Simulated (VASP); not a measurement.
# Al: single point with PBE

The system is Al.

```xyz
6
Lattice="2.0240 -2.0240 0.0000 2.0240 0.0000 -2.0240 8.4332 8.0959 7.7586" Properties=species:S:1:pos:R:3 pbc="T T T"
Al    3.3732   -0.6748   -0.6748
Al    7.4211    7.4211    7.4211
Al    3.3732    1.3492    1.3492
Al    7.4211    3.3732    3.3732
Al    3.3732    3.3732    3.3732
Al    7.4211    5.3971    5.3971
```

This cell differs from its parent crystal: layers slid over each other.

```yaml
Program: VASP 6.6.1
Task: single point
Functional: PBE
Potentials_or_basis: VASP PAW PBE potentials, release 64 (Al)
Cutoff: 520 eV
k_mesh: 19 × 19 × 4
Occupations: gaussian, width 0.15 eV
Spin: no spin polarisation
Dipole_correction: no
Further_INCAR_settings: ALGO = Fast; EDIFF = 1e-07; NBANDS = 18
```

```yaml
Pressure: -0.1 GPa
Largest_force: 0.321 eV/Å
Band_gap_on_the_k_mesh: zero (bands 9 and 10 overlap by 5.76 eV)
```

Forces on the atoms (eV/Å):
```
Al  -0.074  0.215  0.227
Al   0.074 -0.215 -0.227
Al  -0.003 -0.003  0.016
Al  -0.008  0.005  0.011
Al   0.008 -0.005 -0.011
Al   0.003  0.003 -0.016
```

Stress tensor (GPa, compression positive):
```
-0.80 -0.02  0.10
-0.02  0.26  0.73
 0.10  0.73  0.21
```

Levels at points of the mesh, in eV from the Fermi level:
```tsv
k point	band 5	band 6	band 7	band 8	band 9	band 10	band 11	band 12	band 13	band 14
(0.00, 0.00, 0.00)	-8.13	-4.58	-4.38	0.48	0.49	6.57	6.62	10.70	10.71	10.78
(0.00, 0.00, 0.50)	-6.48	-6.48	-2.16	-2.15	3.40	3.42	9.81	9.97	10.80	10.81
```

Run time: 20 min on 1 thread of Intel(R) Xeon(R) Platinum 8259CL CPU @ 2.50GHz (Skylake/Cascade Lake), on a shared host, peak memory 0.93 GiB.

Caveat: the cell differs from its parent crystal (layers slid over each other).
